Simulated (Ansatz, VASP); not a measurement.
# One calculation of Pt, two programs

The input INCAR:

```
PREC = Accurate
ENCUT = 520
EDIFF = 1E-6
ISMEAR = -1
SIGMA = 0.1
LREAL = F
LASPH = T
NELM = 80
ALGO = Normal
ISIF = 2
LWAVE = F
LCHARG = T
GGA = RE
LELF = T
LVHAR = T
NBANDS = 22
```

KPOINTS

```
Automatic mesh
0
Gamma
  9 9 13
```

Contents of POSCAR:

```
Pt
1.0
    4.6712404940      0.0000000000      0.0000000000
   -2.3356202470      4.0454129350      0.0000000000
    0.0000000000      0.0000000000      2.7851841688
Pt
3
Direct
    1.0000000000      1.0000000000      0.0000000000
    0.3333333333      0.6666666667      0.5000000000
    0.6666666667      0.3333333333      0.5000000000
```

Input for Ansatz:

```yaml
crystal:
  lattice:
    - [4.671240494, 0.0, 0.0]
    - [-2.335620247, 4.045412935, 0.0]
    - [0.0, 0.0, 2.7851841688]
  atoms:
    - { symbol: Pt, position: [1.0, 1.0, 0.0] }
    - { symbol: Pt, position: [0.3333333333, 0.6666666667, 0.5] }
    - { symbol: Pt, position: [0.6666666667, 0.3333333333, 0.5] }
hamiltonian:
  xc: revpbe
  pseudopotentials:
    kind: paw
    azcp:
      Pt: "pseudopotentials/Pt.paw.azcp"
basis:
  ecutwfc: 420
  fft_grid_basis: typed
kpoints:
  mp_grid: { grid: [9, 9, 13], shift: [0, 0, 0] }
magnetization:
  spin_polarized: false
scf:
  occupations: { method: fermi_dirac, width: 0.1 }
  lower_state_search: "off"
output:
  stress: true
```

Alike in both runs: task single point; functional revPBE; k mesh 9 × 9 × 13; occupations fermi-dirac, width 0.1 eV; no spin polarisation.

```csv
,VASP,Ansatz
version,VASP 6.6.1,Ansatz 0.2.0
potentials or method,"VASP PAW PBE potentials, release 64 (Pt), cutoff 520 eV","plane waves (420 eV) with PAW, scalar-relativistic"
valence electrons in the cell,30,54
```

VASP gave:

| Item | Value |
| --- | --- |
| pressure (GPa) | -14.0 |
| traceless stress, the component that is largest in VASP (GPa) | 0.37 |

Task: Estimate Ansatz's values.

Result: Pressure (GPa): -13.7; traceless stress, the component that is largest in VASP (GPa): 0.38.

VASP's potentials were made for PBE, not for revPBE. VASP's potentials hold 30 valence electrons a cell and Ansatz's 54, so a difference there can come from the potentials and not from the codes.

Neither program's run includes spin-orbit coupling.
